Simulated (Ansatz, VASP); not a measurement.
**One calculation of Pb, two programs**

INCAR

```
PREC = Accurate ; ENCUT = 520
EDIFF = 1E-6 ; ISMEAR = -1
SIGMA = 0.05 ; LREAL = F
LASPH = T ; NELM = 150
ALGO = Fast ; ISIF = 2
LWAVE = F ; LCHARG = T
LNONCOLLINEAR = T ; MAGMOM = 0 0 0
LORBIT = 11 ; LSORBIT = T
GGA_COMPAT = F ; LORBMOM = T
GGA = PE ; LVHAR = T
NBANDS = 25
```

File KPOINTS:

```
regular mesh
0
Gamma
  9 9 9
```

File POSCAR:

```
Pb
1.0
    0.0000000000      2.4415696833      2.4415696833
    2.4415696833      0.0000000000      2.4415696833
    2.4415696833      2.4415696833      0.0000000000
Pb
1
Direct
    0.0000000000      0.0000000000      0.0000000000
```

input.yaml

```yaml
crystal:
  lattice:
    - [0.0, 2.4415696833, 2.4415696833]
    - [2.4415696833, 0.0, 2.4415696833]
    - [2.4415696833, 2.4415696833, 0.0]
  atoms:
    - { symbol: Pb, position: [0.0, 0.0, 0.0] }
hamiltonian:
  xc: pbe
  pseudopotentials: { kind: paw_fr }
magnetization:
  noncollinear: true
  spin_orbit: true
kpoints:
  mp_grid: { grid: [9, 9, 9] }
scf:
  occupations: { method: fermi_dirac, width: 0.05 }
output:
  forces: true
  stress: true
  eigenvalues: true
```

Alike in both runs: task single point; functional PBE; k mesh 9 × 9 × 9; occupations fermi-dirac, width 0.05 eV; non-collinear spin, spin-orbit coupling.

|  | VASP | Ansatz |
| --- | --- | --- |
| version | VASP 6.6.1 | Ansatz 0.2.0 |
| potentials or method | VASP PAW PBE potentials, release 64 (Pb_d) | Ansatz PAW |
| plane-wave cutoff (eV) | 520 | 420 |
| valence electrons in the cell | 14 | 14 |

```csv
,VASP,Ansatz,Ansatz less VASP
pressure (GPa),4.5,4.5,-0.05
net moment per atom (μB),0.00,0.00,0.000
```
